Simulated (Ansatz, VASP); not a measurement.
AlW3 in VASP and in Ansatz

The input INCAR:

```
  PREC = Accurate
  ENCUT = 600
  EDIFF = 1E-6
  ISMEAR = 0
  SIGMA = 0.1
  LREAL = F
  LASPH = T
  NELM = 100
  ALGO = Normal
  ISIF = 3
  LWAVE = F
  LCHARG = F
  GGA = PE
  IBRION = 2
  NSW = 90
  EDIFFG = -0.04
```

The input KPOINTS:

```
regular mesh
0
Gamma
  6 6 4
```

The input POSCAR:

```
AlW3
1.0
    3.3050131637      0.0000000000      0.0000000000
    0.0000000000      3.3050131637      0.0000000000
    0.0000000000      0.0000000000      5.7914212234
Al W
1 3
Direct
    0.0000000000      0.0000000000      0.0000000000
    0.5000000000      0.5000000000      0.7583814935
    0.0000000000      0.0000000000      0.5000000000
    0.5000000000      0.5000000000      0.2416185065
```

Input for Ansatz:

```yaml
crystal:
  lattice:
    - [3.3050131637, 0.0, 0.0]
    - [0.0, 3.3050131637, 0.0]
    - [0.0, 0.0, 5.7914212234]
  atoms:
    - { symbol: Al, position: [0.0, 0.0, 0.0] }
    - { symbol: W, position: [0.5, 0.5, 0.7583814935] }
    - { symbol: W, position: [0.0, 0.0, 0.5] }
    - { symbol: W, position: [0.5, 0.5, 0.2416185065] }
basis:
  ecutwfc: 420
kpoints:
  mp_grid: { grid: [6, 6, 4] }
hamiltonian:
  xc: pbe
scf:
  occupations: { method: gaussian, width: 0.1 }
  lower_state_search: "off"
output:
  forces: true
  stress: true
  eigenvalues: true
relax:
  adjacent_minimum: "off"
  f_tol: 0.04
  max_steps: 70
  cell: { stress_tol: 0.4 }
```

Change from the starting cell: species swapped into the Tb3Mg type (P4/mmm, No. 123).

Alike in both runs: task relaxation of cell and atoms; functional PBE; k mesh 6 × 6 × 4; occupations gaussian, width 0.1 eV; no spin polarisation.

|  | VASP | Ansatz |
| --- | --- | --- |
| version | VASP 6.6.1 | Ansatz 0.2.0 |
| potentials or method | VASP PAW PBE potentials, release 64 (Al, W_sv), cutoff 600 eV | scalar-relativistic, plane waves, PAW |
| valence electrons in the cell | 45 | 45 |

Ansatz gave:

```
gap on the k mesh at the Fermi level, each at its own relaxed structure (eV) : none
relaxed volume (Å³/atom)                                                     : 15.81
relaxed cell length with the largest relative difference (Å)                 : 3.306
```

Task: What did VASP give for the same quantities?

Result: gap on the k mesh at the Fermi level, each at its own relaxed structure (eV): none; relaxed volume (Å³/atom): 15.84; relaxed cell length with the largest relative difference (Å): 3.309.

A gap of «none» marks a metal or a gap that the smearing closes.

Spin-orbit coupling is off throughout.
